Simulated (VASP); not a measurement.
# Sb (R-3m) in VASP: notebook, part 2 of 3

VASP 6.6.1.

### 3 Relaxation of cell and atoms, PBE exchange alone

File INCAR:

```
SYSTEM = Sb
PREC = Accurate ; ENCUT = 600
EDIFF = 1E-6 ; ISMEAR = -1
SIGMA = 0.05 ; LREAL = .FALSE.
LASPH = .TRUE. ; NELM = 60
ALGO = Normal ; ISIF = 3
LWAVE = .FALSE. ; LCHARG = .FALSE.
GGA = PE ; ALDAC = 0.0
AGGAC = 0.0 ; IBRION = 2
NSW = 60 ; EDIFFG = -0.01
```

File KPOINTS:

```
Automatic mesh
0
G
  8 8 8
  0 0 0
```

File POSCAR:

```
Sb
1.0
    2.1542000000      1.2437279499      3.7580000000
   -2.1542000000      1.2437279499      3.7580000000
    0.0000000000     -2.4874558998      3.7580000000
Sb
2
Direct
    0.7665100000      0.7665100000      0.7665100000
    0.2334900000      0.2334900000      0.2334900000
```

Potentials or basis: VASP PAW PBE potentials, release 64 (Sb).

The run is started by

```console
cat potpaw_PBE.64/Sb/POTCAR > POTCAR
mpirun -np 1 vasp_std > vasp.out
```

OUTCAR:

```text
SYSTEM = Sb
   PREC = Accurate
   ENCUT = 600
   EDIFF = 1E-6
   ISMEAR = -1
   LREAL = .FALSE.
   LASPH = .TRUE.
   NELM = 60
   ISIF = 3
   GGA = PE
   IBRION = 2
   NSW = 60
   EDIFFG = -0.01

 ion  position               nearest neighbor table
   1  0.767  0.767  0.767-   2 2.91   2 2.91   2 2.91   2 3.35   2 3.35   2 3.35
   2  0.233  0.233  0.233-   1 2.91   1 2.91   1 2.91   1 3.35   1 3.35   1 3.35

  LATTYP: Found a trigonal (rhomboedric) cell.
 ALAT       =     4.5066618304
 COS(alpha) =     0.5430253624

  Lattice vectors:

 A1 = (   2.1542000000,   1.2437279499,   3.7580000000)
 A2 = (  -2.1542000000,   1.2437279499,   3.7580000000)
 A3 = (   0.0000000000,  -2.4874558998,   3.7580000000)

Analysis of symmetry for initial positions (statically):
=====================================================================
 Subroutine PRICEL returns:
 Original cell was already a primitive cell.

 Routine SETGRP: Setting up the symmetry group for a
 trigonal (rhombohedral) supercell.

 Subroutine GETGRP returns: Found 12 space group operations
 (whereof 12 operations were pure point group operations)
 out of a pool of 12 trial point group operations.

The static configuration has the point symmetry D_3d.

Analysis of symmetry for dynamics (positions and initial velocities):
=====================================================================
 Subroutine PRICEL returns:
 Original cell was already a primitive cell.

 Routine SETGRP: Setting up the symmetry group for a
 trigonal (rhombohedral) supercell.

 Subroutine GETGRP returns: Found 12 space group operations
 (whereof 12 operations were pure point group operations)
 out of a pool of 12 trial point group operations.

The dynamic configuration has the point symmetry D_3d.

 Subroutine INISYM returns: Found 12 space group operations
 (whereof 12 operations are pure point group operations),
 and found     1 'primitive' translations

----------------------------------------------------------------------------------------

                                     Primitive cell

  volume of cell :      60.4115

  direct lattice vectors                    reciprocal lattice vectors
     2.154200000  1.243727950  3.758000000     0.232104726  0.134005726  0.088699663
    -2.154200000  1.243727950  3.758000000    -0.232104726  0.134005726  0.088699663
     0.000000000 -2.487455900  3.758000000     0.000000000 -0.268011452  0.088699663

  length of vectors
     4.506661830  4.506661830  4.506661830     0.282307932  0.282307932  0.282307932

  position of ions in fractional coordinates (direct lattice)
     0.766510000  0.766510000  0.766510000
     0.233490000  0.233490000  0.233490000

  ion indices of the primitive-cell ions
   primitive index   ion index
                 1           1
                 2           2

----------------------------------------------------------------------------------------

 KPOINTS: Automatic mesh

Automatic generation of k-mesh.
 Grid dimensions read from file:
 generate k-points for:    8    8    8

 Generating k-lattice:

  Cartesian coordinates                     Fractional coordinates (reciprocal lattice)
     0.029013091  0.016750716  0.011087458     0.125000000  0.000000000  0.000000000
    -0.029013091  0.016750716  0.011087458     0.000000000  0.125000000  0.000000000
     0.000000000 -0.033501431  0.011087458     0.000000000  0.000000000  0.125000000

  Length of vectors
     0.035288491  0.035288491  0.035288491

  Shift w.r.t. Gamma in fractional coordinates (k-lattice)
     0.000000000  0.000000000  0.000000000

 Subroutine IBZKPT returns following result:
 ===========================================

 Found     65 irreducible k-points:

 Following reciprocal coordinates:
            Coordinates               Weight
  0.000000  0.000000  0.000000      1.000000
  0.125000 -0.000000  0.000000      6.000000
  0.250000 -0.000000  0.000000      6.000000
  0.375000 -0.000000 -0.000000      6.000000
  0.500000 -0.000000  0.000000      3.000000
  0.125000  0.125000  0.000000      6.000000
[... 16 lines left out ...]
  0.250000  0.125000  0.125000      6.000000
  0.375000  0.125000  0.125000      6.000000
 [... further k-points ...]
   k-points           NKPTS =     65   k-points in BZ     NKDIM =     65   number of bands    NBANDS=      9
   number of dos      NEDOS =    301   number of ions     NIONS =      2
   total plane-waves  NPLWV =  46656
   dimension x,y,z NGX =    36 NGY =   36 NGZ =   36
   dimension x,y,z NGXF=    72 NGYF=   72 NGZF=   72
   ions per type =               2
   NGX,Y,Z   is equivalent  to a cutoff of  13.28, 13.28, 13.28 a.u.
   NGXF,Y,Z  is equivalent  to a cutoff of  26.56, 26.56, 26.56 a.u.
 SYSTEM =  Sb
   PREC   = accura    normal or accurate (medium, high low for compatibility)
   ISTART =      0    job   : 0-new  1-cont  2-samecut
   ICHARG =      2    charge: 1-file 2-atom 10-const
   ISPIN  =      1    spin polarized calculation?
   LNONCOLLINEAR =      F non collinear calculations
   LSORBIT =      F    spin-orbit coupling
   LASPH  =      T    aspherical Exc in radial PAW
   ENCUT  =  600.0 eV  44.10 Ry    6.64 a.u.   9.00  9.00  9.00*2*pi/ulx,y,z
   NELM   =     60;   NELMIN=  2; NELMDL= -5     # of ELM steps
   EDIFF  = 0.1E-05   stopping-criterion for ELM
   LREAL  =      F    real-space projection
   EDIFFG = -.1E-01   stopping-criterion for IOM
   NSW    =     60    number of steps for IOM
   IBRION =      2    ionic relax: 0-MD 1-quasi-New 2-CG
   NFREE  =      1    steps in history (QN), initial steepest desc. (CG)
   ISIF   =      3    stress and relaxation
   ISYM   =      2    0-nonsym 1-usesym 2-fastsym
   POTIM  = 0.5000    time-step for ionic-motion
   TEBEG  =    0.0;   TEEND  =   0.0 temperature during run
   PSTRESS=    0.0 pullay stress
   NELECT =      10.0000    total number of electrons
   NUPDOWN=      -1.0000    fix difference up-down
   EMIN   =  10.00;   EMAX   =-10.00  energy-range for DOS
   EFERMI =   0.00;   METHOD = LEGACY
   ISMEAR =    -1;   SIGMA  =   0.05  broadening in eV -4-tet -1-fermi 0-gaus
   EFERMI_NEDOS =   21; number of points for ismear=-14 and -15
   IALGO  =     38    algorithm
   IMIX   =      4    mixing-type and parameters
     AMIX     =   0.40;   BMIX     =  1.00
     AMIX_MAG =   1.60;   BMIX_MAG =  1.00
  volume/ion in A,a.u.               =      30.21       203.84
  Fermi-wavevector in a.u.,A,eV,Ry     =   0.898880  1.698637 10.993305  0.807985
  Thomas-Fermi vector in A             =   2.021644
   LORBIT       =      0    0 simple, 1 ext, 2 COOP (PROOUT), +10 PAW based schemes
   GGA     = PE    functional components
   LHFCALC =     F    Hartree Fock is set to
   AEXX    =    0.0000 exact exchange contribution
   IVDW    =     0    specifies the selected vdW correction
   LEPSILON=     F    determine dielectric tensor
   LRPA    =     F    only Hartree local field effects (RPA)
 conjugate gradient relaxation of ions
 non-spin polarized calculation
  energy-cutoff  :      600.00
  volume of cell :       60.41
 maximum number of plane-waves:      2032
   NGX = 17   NGY = 17   NGZ = 17

--------------------------------------- Ionic step        1  -------------------------------------------

 number of electron      10.0000000 magnetization

 Free energy of the ion-electron system (eV)
  ---------------------------------------------------
  ext. energy  EPLUGINS =         0.00000000
  ---------------------------------------------------
  free energy    TOTEN  =        -5.21939816 eV

  energy without entropy =       -5.21635126  energy(sigma->0) =       -5.21787471

 E-fermi :   8.9249     XC(G=0):  -7.8657

 val. band max:        8.8960000831   @ k =   0.3750   0.2500   0.2500
 cond. band min:       8.9399253791   @ k =   0.5000   0.5000   0.5000
 fundamental gap:      0.0439252961
 Fermi energy:         8.9248670942

 k-point     1 :       0.0000    0.0000    0.0000
  band No.  band energies     occupation
      1      -3.9196      2.00000
      2       3.9284      2.00000
      3       6.7181      2.00000
      4       6.9706      2.00000
      5       6.9706      2.00000
      6      10.8856      0.00000
      7      11.4726      0.00000
      8      11.4726      0.00000
      9      14.0707      0.00000
[... 377 lines left out ...]
  FREE ENERGIE OF THE ION-ELECTRON SYSTEM (eV)
  ---------------------------------------------------
  free  energy   TOTEN  =        -5.7277288834 eV

  energy  without entropy=       -5.7259979690  energy(sigma->0) =       -5.72686343

[... ionic steps 4 to 16 ...]

--------------------------------------- Ionic step       17  -------------------------------------------

 number of electron      10.0000002 magnetization

------------------------ aborting loop because EDIFF is reached ----------------------------------------
[... 67 lines left out ...]
--------------------------------------- Ionic step       19  -------------------------------------------

 number of electron      10.0000001 magnetization

 Free energy of the ion-electron system (eV)
  ---------------------------------------------------
  ext. energy  EPLUGINS =         0.00000000
  ---------------------------------------------------
  free energy    TOTEN  =        -6.06731586 eV

  energy without entropy =       -6.06730616  energy(sigma->0) =       -6.06731101

 E-fermi :   2.2176     XC(G=0):  -5.1091

 val. band max:        1.8122538787   @ k =   0.5000   0.5000   0.5000
 cond. band min:       2.5326828700   @ k =   0.5000   0.5000   0.5000
 fundamental gap:      0.7204289913
 Fermi energy:         2.2175803272

 k-point     1 :       0.0000    0.0000    0.0000
  band No.  band energies     occupation
      1      -8.4870      2.00000
      2      -4.3652      2.00000
      3       1.3342      2.00000
      4       1.5873      1.99999
      5       1.5873      1.99999
      6       2.8658      0.00000
      7       4.1775      0.00000
      8       4.1775      0.00000
      9       6.6687      0.00000
[... 305 lines left out ...]
  FREE ENERGIE OF THE ION-ELECTRON SYSTEM (eV)
  ---------------------------------------------------
  free  energy   TOTEN  =        -6.0673158596 eV

  energy  without entropy=       -6.0673061553  energy(sigma->0) =       -6.06731101

 reached required accuracy - stopping structural energy minimisation
```

OSZICAR:

```text
N       E                     dE             d eps       ncg     rms          rms(c)
DAV:   1     0.448571756376E+02    0.44857E+02   -0.39767E+03  1170   0.976E+02
DAV:   2    -0.330699760369E+01   -0.48164E+02   -0.47006E+02  1569   0.132E+02
DAV:   3    -0.518790994673E+01   -0.18809E+01   -0.18708E+01  1486   0.311E+01
[... 172 lines left out ...]
       N       E                     dE             d eps       ncg     rms          rms(c)
DAV:   1    -0.606732706480E+01   -0.11907E-04   -0.18863E-04  1178   0.769E-02    0.101E-02
DAV:   2    -0.606732021223E+01    0.68526E-05   -0.10127E-05  1211   0.174E-02    0.613E-03
DAV:   3    -0.606731614737E+01    0.40649E-05   -0.13423E-05  1213   0.163E-02    0.166E-03
DAV:   4    -0.606731585962E+01    0.28775E-06   -0.30262E-07   666   0.415E-03
  19 F= -.60673159E+01 E0= -.60673110E+01  d E =-.506195E-04
```

CONTCAR:

```text
Sb
   1.00000000000000
     2.2135254492613625    1.2779795140011883    7.3330643156696311
    -2.2135254492613625    1.2779795140011883    7.3330643156696311
     0.0000000000000000   -2.5559590280023765    7.3330643156696311
  Sb
     2
Direct
     0.7959424656218077    0.7959424656218077    0.7959424656218077
     0.2040575343781921    0.2040575343781921    0.2040575343781921

  0.00000000E+00  0.00000000E+00  0.00000000E+00
  0.00000000E+00  0.00000000E+00  0.00000000E+00
```

It took 2.6 min on 1 thread of Intel Xeon 6975P-C (Granite Rapids), shared host; peak memory 0.23 GiB.

Results:

* Free energy: -6.0673 eV
* Relaxed volume: 62.23 Å³/atom
* Relaxed cell: a = 7.766 Å, b = 7.766 Å, c = 7.766 Å, α = 33.12°, β = 33.12°, γ = 33.12°
* Space group after relaxing (to 0.05 Å): R-3m (No. 166)
* Energy gained by relaxing: 424.0 meV/atom
* Ionic steps: 19
* Pressure after relaxing: 0.0 GPa
* Largest force after relaxing: 0.004 eV/Å
* Band gap on the k mesh: 0.72 eV, direct

Forces in eV/Å, atoms in the order of the input:
```
Sb   0.000  0.000  0.004
Sb   0.000  0.000 -0.004
```

Step by step:
```
step  energy change (eV)  largest force (eV/Å)  pressure (GPa)  volume (Å³)
   1              0.0000                0.3600           12.61        60.41
   2             -0.4509                0.8647           -2.12        83.67
   3             -0.5083                0.6398            0.28        76.08
   4             -0.5084                0.6528            0.14        76.44
   5             -0.5487                0.5326            0.12        77.51
   6             -0.6228                0.0516            0.39        80.54
   7             -0.5230                1.1478            1.94        86.69
   8             -0.6280                0.2894            0.79        81.98
   9             -0.6580                0.2397            0.28        85.27
  10             -0.7051                0.1046           -0.70        95.20
  11             -0.7191                0.0085           -1.45       115.43
  12             -0.7491                0.0206           -1.29       117.01
  13             -0.8182                0.0523           -0.77       121.05
  14             -0.8231                0.0122            0.76       126.21
  15             -0.8476                0.0242           -0.02       124.05
  16             -0.8479                0.0231            0.07       124.37
  17             -0.8479                0.0235            0.04       124.24
  18             -0.8479                0.0046            0.01       124.39
  19             -0.8479                0.0043           -0.01       124.46
```

Final structure:
```yaml
crystal:
  lattice:
    - [2.21353, 1.27798, 7.33306]
    - [-2.21353, 1.27798, 7.33306]
    - [0.00000, -2.55596, 7.33306]
  atoms:
    - { symbol: Sb, position: [0.79594, 0.79594, 0.79594] }
    - { symbol: Sb, position: [0.20406, 0.20406, 0.20406] }
```

Levels at points of the mesh, in eV from the valence-band top:
```
           k point  band 2  band 3  band 4  band 5  band 6  band 7  band 8  band 9
(0.00, 0.00, 0.00)   -6.18   -0.48   -0.23   -0.23    1.05    2.37    2.37    4.86
(0.50, 0.00, 0.00)   -7.55   -2.36   -1.38   -1.02    1.44    2.29    3.09    5.08
(0.50, 0.50, 0.00)   -7.55   -2.39   -1.39   -1.14    1.64    2.71    3.15    5.16
(0.50, 0.50, 0.50)   -6.22   -0.22   -0.22    0.00    0.72    2.35    2.35    4.47
```

Caveat: the volume moved by over 15 % at a fixed basis, so the end points are rough; spin-orbit coupling is left out, which moves the levels of the heavy elements; the volume moved by +106 % from the deposited cell, more than functionals usually miss. Zero-point motion and thermal expansion aren't in these numbers.

### 4 Single point, LDA

This run uses another cell than the first one, of 29.25 Å³/atom, 0.968 times its volume.

File INCAR:

```
SYSTEM = Sb
PREC = Accurate
ENCUT = 520
EDIFF = 1E-7
ISMEAR = -1
SIGMA = 0.05
LREAL = .FALSE.
LASPH = .TRUE.
NELM = 60
ALGO = Normal
ISIF = 2
LWAVE = .FALSE.
LCHARG = .FALSE.
GGA = CA
NBANDS = 12
```

File KPOINTS:

```
regular mesh
0
G
  8 8 8
  0 0 0
```

File POSCAR:

```
Sb
1.0
    2.1490853203      1.2407749882      3.6563364203
   -2.1490853203      1.2407749882      3.6563364203
    0.0000000000     -2.4815499764      3.6563364203
Sb
2
Direct
    0.7646374301      0.7646374301      0.7646374301
    0.2353625699      0.2353625699      0.2353625699
```

Potentials or basis: VASP PAW LDA potentials, release 64 (Sb).

The run is started by

```console
cat potpaw_LDA.64/Sb/POTCAR > POTCAR
mpirun -np 1 vasp_std > vasp.out
```

Run time: 29 s. Hardware: 1 thread of Intel Xeon Platinum 8488C (Sapphire Rapids), shared host; peak memory 0.19 GiB.

Results (log left out):

- Free energy: -9.6353 eV
- Pressure: 0.3 GPa
- Largest force: 0.070 eV/Å
- Band gap on the k mesh: zero (band 5 reaches 7.56 eV, above the bottom of band 6 at 7.32 eV)

Forces in eV/Å, atoms in the order of the input:
```
Sb   0.000  0.000 -0.070
Sb   0.000  0.000  0.070
```

Levels at points of the mesh, in eV from the Fermi level:
```
           k point  band 3  band 4  band 5  band 6  band 7  band 8
(0.00, 0.00, 0.00)   -2.00   -1.90   -1.90    2.26    2.79    2.79
(0.50, 0.00, 0.00)   -1.86   -1.65   -0.32   -0.21    0.23    0.30
(0.50, 0.50, 0.00)   -5.67   -3.84   -3.83    1.52    5.10    5.52
(0.50, 0.50, 0.50)   -1.34   -1.34   -0.54   -0.07   -0.07    0.96
```

Caveat: spin-orbit coupling is left out, which moves the levels of the heavy elements.

[end of part 2 of 3]
